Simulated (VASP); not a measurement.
# NaH (I4/mmm) in VASP: single point with r2SCAN

Aim: the single point of NaH with r2SCAN.

Everything below comes from runs of VASP 6.6.1. Logs are shortened: lines on timing, memory, paths and dates and some standing lists are left out, and cuts for length are marked.

## Step 1: The cell of the first run

It takes space group I4/mmm (No. 139, tetragonal). Conventional cell: a = 3.492 Å, b = 3.492 Å, c = 4.723 Å, α = 90.00°, β = 90.00°, γ = 90.00°. Na (site symmetry 4/mmm) has 6 H at 2.36 to 2.47 Å within 3.1 Å. H (site symmetry 4/mmm) has 6 Na at 2.36 to 2.47 Å within 3.1 Å.

## Step 2: Single point, r2SCAN (epitaxial xy strain +3.0%)

File POSCAR:

```
NaH
1.0
    0.0000000000      2.4694376559      2.3615496029
    2.4694376559      0.0000000000      2.3615496029
    2.4694376559      2.4694376559      0.0000000000
Na H
1 1
Direct
    0.0000000000      0.0000000000      0.0000000000
    0.5000000000      0.5000000000      0.5000000000
```

File INCAR.step1:

```
ALGO = Normal ; EDIFF = 1E-4
ENCUT = 520 ; GGA = PE
ISMEAR = 0 ; LASPH = True
LCHARG = False ; LREAL = False
LWAVE = True ; NBANDS = 11
NELM = 80 ; PREC = Accurate
SIGMA = 0.01
```

File INCAR.step2:

```
ALGO = Normal ; EDIFF = 1E-7
ENCUT = 520 ; ISIF = 2
ISMEAR = 0 ; ISTART = 1
LASPH = True ; LCHARG = False
LMIXTAU = True ; LREAL = False
LWAVE = False ; METAGGA = R2SCAN
NBANDS = 11 ; NELM = 80
PREC = Accurate ; SIGMA = 0.01
```

File KPOINTS:

```
k-points
0
Gamma
  10 10 10
```

Potentials or basis: VASP PAW PBE potentials, release 64 (Na_pv, H).

Started as:

```console
cat potpaw_PBE.64/Na_pv/POTCAR potpaw_PBE.64/H/POTCAR > POTCAR
cp INCAR.step1 INCAR
mpirun -np 1 vasp_std > vasp.out
cp INCAR.step2 INCAR
mpirun -np 1 vasp_std > vasp.out
```

OUTCAR:

```text
EDIFF = 1E-7
   ENCUT = 520
   ISIF = 2
   ISMEAR = 0
   ISTART = 1
   LASPH = True
   LREAL = False
   METAGGA = R2SCAN
   NELM = 80
   PREC = Accurate

 ion  position               nearest neighbor table
   1  0.000  0.000  0.000-
   2  0.500  0.500  0.500-

  LATTYP: Found a body centered tetragonal cell.
 ALAT       =     3.4923122244
 C/A-ratio  =     1.3524275329

  Lattice vectors:

 A1 = (   0.0000000000,  -2.4694376559,  -2.3615496029)
 A2 = (   0.0000000000,   2.4694376559,  -2.3615496029)
 A3 = (   2.4694376559,   0.0000000000,   2.3615496029)

Analysis of symmetry for initial positions (statically):
=====================================================================
 Subroutine PRICEL returns:
 Original cell was already a primitive cell.

 Routine SETGRP: Setting up the symmetry group for a
 body centered tetragonal supercell.

 Subroutine GETGRP returns: Found 16 space group operations
 (whereof 16 operations were pure point group operations)
 out of a pool of 16 trial point group operations.

The static configuration has the point symmetry D_4h.

Analysis of symmetry for dynamics (positions and initial velocities):
=====================================================================
 Subroutine PRICEL returns:
 Original cell was already a primitive cell.

 Routine SETGRP: Setting up the symmetry group for a
 body centered tetragonal supercell.

 Subroutine GETGRP returns: Found 16 space group operations
 (whereof 16 operations were pure point group operations)
 out of a pool of 16 trial point group operations.

The dynamic configuration has the point symmetry D_4h.

 Subroutine INISYM returns: Found 16 space group operations
 (whereof 16 operations are pure point group operations),
 and found     1 'primitive' translations

----------------------------------------------------------------------------------------

                                     Primitive cell

  volume of cell :      28.8020

  direct lattice vectors                    reciprocal lattice vectors
     0.000000000  2.469437656  2.361549603    -0.202475247  0.202475247  0.211725385
     2.469437656  0.000000000  2.361549603     0.202475247 -0.202475247  0.211725385
     2.469437656  2.469437656  0.000000000     0.202475247  0.202475247 -0.211725385

  length of vectors
     3.416875600  3.416875600  3.492312224     0.356118085  0.356118085  0.356118085

  position of ions in fractional coordinates (direct lattice)
     0.000000000  0.000000000  0.000000000
     0.500000000  0.500000000  0.500000000

  ion indices of the primitive-cell ions
   primitive index   ion index
                 1           1
                 2           2

----------------------------------------------------------------------------------------

 KPOINTS: k-points

Automatic generation of k-mesh.
 Grid dimensions read from file:
 generate k-points for:   10   10   10

 Generating k-lattice:

  Cartesian coordinates                     Fractional coordinates (reciprocal lattice)
    -0.020247525  0.020247525  0.021172539     0.100000000  0.000000000  0.000000000
     0.020247525 -0.020247525  0.021172539     0.000000000  0.100000000  0.000000000
     0.020247525  0.020247525 -0.021172539    -0.000000000 -0.000000000  0.100000000

  Length of vectors
     0.035611808  0.035611808  0.035611808

  Shift w.r.t. Gamma in fractional coordinates (k-lattice)
     0.000000000  0.000000000  0.000000000

 Subroutine IBZKPT returns following result:
 ===========================================

 Found    102 irreducible k-points:

 Following reciprocal coordinates:
            Coordinates               Weight
  0.000000  0.000000  0.000000      1.000000
  0.100000  0.000000  0.000000      8.000000
  0.200000  0.000000  0.000000      8.000000
  0.300000  0.000000  0.000000      8.000000
  0.400000  0.000000  0.000000      8.000000
  0.500000  0.000000  0.000000      4.000000
[... 16 lines left out ...]
  0.300000  0.300000  0.000000      2.000000
  0.400000  0.300000  0.000000      8.000000
 [... further k-points ...]
   k-points           NKPTS =    102   k-points in BZ     NKDIM =    102   number of bands    NBANDS=     11
   number of dos      NEDOS =    301   number of ions     NIONS =      2
   total plane-waves  NPLWV =  21952
   dimension x,y,z NGX =    28 NGY =   28 NGZ =   28
   dimension x,y,z NGXF=    56 NGYF=   56 NGZF=   56
   ions per type =               1   1
   NGX,Y,Z   is equivalent  to a cutoff of  13.62, 13.62, 13.33 a.u.
   NGXF,Y,Z  is equivalent  to a cutoff of  27.25, 27.25, 26.66 a.u.
 SYSTEM =  unknown system
   PREC   = accura    normal or accurate (medium, high low for compatibility)
   ISTART =      1    job   : 0-new  1-cont  2-samecut
   ICHARG =      0    charge: 1-file 2-atom 10-const
   ISPIN  =      1    spin polarized calculation?
   LNONCOLLINEAR =      F non collinear calculations
   LSORBIT =      F    spin-orbit coupling
   LASPH  =      T    aspherical Exc in radial PAW
   ENCUT  =  520.0 eV  38.22 Ry    6.18 a.u.   6.35  6.35  6.49*2*pi/ulx,y,z
   NELM   =     80;   NELMIN=  2; NELMDL=  0     # of ELM steps
   EDIFF  = 0.1E-06   stopping-criterion for ELM
   LREAL  =      F    real-space projection
   EDIFFG = 0.1E-05   stopping-criterion for IOM
   NSW    =      0    number of steps for IOM
   IBRION =     -1    ionic relax: 0-MD 1-quasi-New 2-CG
   NFREE  =      0    steps in history (QN), initial steepest desc. (CG)
   ISIF   =      2    stress and relaxation
   ISYM   =      2    0-nonsym 1-usesym 2-fastsym
   POTIM  = 0.5000    time-step for ionic-motion
   TEBEG  =    0.0;   TEEND  =   0.0 temperature during run
   PSTRESS=    0.0 pullay stress
   NELECT =       8.0000    total number of electrons
   NUPDOWN=      -1.0000    fix difference up-down
   EMIN   =  10.00;   EMAX   =-10.00  energy-range for DOS
   EFERMI =   0.00;   METHOD = LEGACY
   ISMEAR =     0;   SIGMA  =   0.01  broadening in eV -4-tet -1-fermi 0-gaus
   EFERMI_NEDOS =   21; number of points for ismear=-14 and -15
   IALGO  =     38    algorithm
   IMIX   =      4    mixing-type and parameters
     AMIX     =   0.40;   BMIX     =  1.00
     AMIX_MAG =   1.60;   BMIX_MAG =  1.00
  volume/ion in A,a.u.               =      14.40        97.18
  Fermi-wavevector in a.u.,A,eV,Ry     =   1.068146  2.018502 15.523361  1.140935
  Thomas-Fermi vector in A             =   2.203784
   LORBIT       =      0    0 simple, 1 ext, 2 COOP (PROOUT), +10 PAW based schemes
   METAGGA = R2SCAN    functional components
   LHFCALC =     F    Hartree Fock is set to
   AEXX    =    0.0000 exact exchange contribution
   IVDW    =     0    specifies the selected vdW correction
   LEPSILON=     F    determine dielectric tensor
   LRPA    =     F    only Hartree local field effects (RPA)
 non-spin polarized calculation
 Gauss-broadening in eV      SIGMA  =   0.01
  energy-cutoff  :      520.00
  volume of cell :       28.80
 maximum number of plane-waves:       793
 NGX is ok and might be reduce to    28
   NGX = 13   NGY = 13   NGZ = 13

 number of electron       8.0000002 magnetization

 Free energy of the ion-electron system (eV)
  ---------------------------------------------------
  ext. energy  EPLUGINS =         0.00000000
  ---------------------------------------------------
  free energy    TOTEN  =        -7.59321961 eV

  energy without entropy =       -7.59321961  energy(sigma->0) =       -7.59321961

 E-fermi :  -1.3475     XC(G=0):  -8.0614

 val. band max:       -1.4836778552   @ k =  -0.3000   0.5000   0.2000
 cond. band min:       2.8212044467   @ k =   0.5000   0.0000   0.0000
 fundamental gap:      4.3048823019
 Fermi energy:        -1.3474991128

 k-point     1 :       0.0000    0.0000    0.0000
  band No.  band energies     occupation
      1     -24.4561      2.00000
      2     -24.4559      2.00000
      3     -24.4402      2.00000
      4      -5.0098      2.00000
      5       9.7000      0.00000
      6      14.6239      0.00000
      7      14.6239      0.00000
      8      14.8472      0.00000
      9      15.5255      0.00000
     10      15.5255      0.00000
     11      15.6338      0.00000

 k-point     2 :       0.1000    0.0000    0.0000
  band No.  band energies     occupation
      1     -24.4618      2.00000
      2     -24.4573      2.00000
      3     -24.4430      2.00000
      4      -4.8390      2.00000
      5       9.0753      0.00000
      6      12.6035      0.00000
      7      13.9255      0.00000
      8      14.1887      0.00000
      9      16.2403      0.00000
     10      16.2979      0.00000
     11      16.5899      0.00000

 k-point     3 :       0.2000    0.0000    0.0000
  band No.  band energies     occupation
      1     -24.4806      2.00000
      2     -24.4603      2.00000
      3     -24.4469      2.00000
      4      -4.3440      2.00000
      5       7.3347      0.00000
      6      11.1446      0.00000
      7      13.0953      0.00000
      8      13.5084      0.00000
      9      16.4962      0.00000
     10      17.0108      0.00000
     11      17.6676      0.00000

 k-point     4 :       0.3000    0.0000    0.0000
  band No.  band energies     occupation
      1     -24.5054      2.00000
      2     -24.4641      2.00000
      3     -24.4498      2.00000
      4      -3.5911      2.00000
      5       5.2577      0.00000
      6      10.4396      0.00000
      7      12.4638      0.00000
      8      13.0040      0.00000
      9      16.0042      0.00000
     10      16.8193      0.00000
     11      18.4784      0.00000
[... 239 lines left out ...]
 k-point    22 :      -0.2000    0.2000    0.0000
  band No.  band energies     occupation
      1     -24.5017      2.00000
      2     -24.4639      2.00000
      3     -24.4623      2.00000
      4      -3.4004      2.00000
      5       5.7997      0.00000
      6       7.9804      0.00000
      7      12.5996      0.00000
      8      13.2540      0.00000
      9      16.6253      0.00000
     10      17.8442      0.00000
     11      17.8784      0.00000

 k-point    23 :       0.3000    0.3000    0.0000
  band No.  band energies     occupation
      1     -24.4913      2.00000
      2     -24.4769      2.00000
      3     -24.4767      2.00000
      4      -3.0817      2.00000
      5       5.8939      0.00000
      6       9.9086      0.00000
      7      10.2300      0.00000
      8      10.2301      0.00000
      9      13.4012      0.00000
     10      19.9962      0.00000
     11      21.6867      0.00000

 k-point    24 :       0.4000    0.3000    0.0000
  band No.  band energies     occupation
      1     -24.5036      2.00000
      2     -24.4806      2.00000
      3     -24.4799      2.00000
      4      -2.4760      2.00000
      5       5.0660      0.00000
      6       8.1341      0.00000
      7       9.9344      0.00000
      8      11.0518      0.00000
      9      13.1419      0.00000
     10      20.3553      0.00000
     11      21.3288      0.00000

 [... further k-points ...]

------------------------ aborting loop because EDIFF is reached ----------------------------------------

  FORCE on cell =-STRESS in cart. coord.  units (eV):
  Direction    XX          YY          ZZ          XY          YZ          ZX
  --------------------------------------------------------------------------------------
  -------------------------------------------------------------------------------------
  Total       -0.2727318     -0.2727318     -0.0065376      0.0000000      0.0000000      0.0000000
  in kB      -15.1713123    -15.1713123     -0.3636689      0.0000000      0.0000000      0.0000000
  external PRESSURE =     -10.2354312 kB  Pullay stress =       0.0000000 kB

 VOLUME and BASIS-vectors are now :
 -----------------------------------------------------------------------------
  energy-cutoff  :      520.00
  volume of cell :       28.80
      direct lattice vectors                 reciprocal lattice vectors
     0.000000000  2.469437656  2.361549603    -0.202475247  0.202475247  0.211725385
     2.469437656  0.000000000  2.361549603     0.202475247 -0.202475247  0.211725385
     2.469437656  2.469437656  0.000000000     0.202475247  0.202475247 -0.211725385

 POSITION                                       TOTAL-FORCE (eV/Angst)
 -----------------------------------------------------------------------------------
      0.00000      0.00000      0.00000         0.000000      0.000000     -0.000000
      2.46944      2.46944      2.36155         0.000000      0.000000      0.000000
 -----------------------------------------------------------------------------------
    total drift:                               -0.000000     -0.000000     -0.000000

  FREE ENERGIE OF THE ION-ELECTRON SYSTEM (eV)
  ---------------------------------------------------
  free  energy   TOTEN  =        -7.5932196113 eV

  energy  without entropy=       -7.5932196113  energy(sigma->0) =       -7.59321961
```

Run time: 2.4 min. Hardware: 1 thread of Intel Xeon Platinum 8259CL at 2.50GHz (Skylake/Cascade Lake), shared host; peak memory 0.17 GiB.

Results:

```
Free energy            : -7.5932 eV
Pressure               : -1.0 GPa
Band gap on the k mesh : 4.30 eV (least direct gap 5.16 eV)
```

Stress tensor (GPa, compression positive):
```
-1.52  0.00  0.00
 0.00 -1.52  0.00
 0.00  0.00 -0.04
```

Caveat: the cell differs from its parent crystal (epitaxial xy strain +3.0%); the structure was generated, so it needn't be the stable form of NaH; the PAW data sets were made with another functional, which shifts forces and pressure a little.
